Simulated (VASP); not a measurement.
Input of a VASP 6.6.1 run:

Contents of POSCAR:

```
Pb
1.0
    3.7584007458      0.0000000000      0.0000000000
   -1.8792003729      3.2548705235      0.0000000000
    0.0000000000      0.0000000000      5.3664000000
Pb
2
Direct
    0.3333333333      0.6666666667      0.2500000000
    0.6666666667      0.3333333333      0.7500000000
```

INCAR.step1

```
  ALGO = Normal
  EDIFF = 1E-4
  ENCUT = 520
  GGA = PE
  ISMEAR = 0
  LASPH = T
  LCHARG = F
  LREAL = F
  LWAVE = T
  NBANDS = 21
  NELM = 80
  PREC = Accurate
  SIGMA = 0.15
```

File INCAR.step2:

```
  ALGO = Normal
  EDIFF = 1E-7
  ENCUT = 520
  ISIF = 2
  ISMEAR = 0
  ISTART = 1
  LASPH = T
  LCHARG = F
  LMIXTAU = T
  LREAL = F
  LWAVE = F
  METAGGA = R2SCAN
  NBANDS = 21
  NELM = 80
  PREC = Accurate
  SIGMA = 0.15
```

KPOINTS

```
k-points
0
Gamma
  18 18 10
```

Potentials or basis: VASP PAW PBE potentials, release 64 (Pb_d).

Command:

```console
$ cat potpaw_PBE.64/Pb_d/POTCAR > POTCAR
$ cp INCAR.step1 INCAR
$ mpirun -np 1 vasp_std > vasp.out
$ cp INCAR.step2 INCAR
$ mpirun -np 1 vasp_std > vasp.out
```

(1) Predict the pressure.

(2) Predict the band gap on the k mesh.

## Answers

(1) -1.6 GPa.

(2) zero (bands 14 and 15 overlap by 6.46 eV).

Caveat: the cell differs from its parent crystal (strain +0.080 along x and y, -0.040 along z); the PAW data sets were made with another functional, which shifts forces and pressure a little; spin-orbit coupling is left out, which moves the levels of the heavy elements.
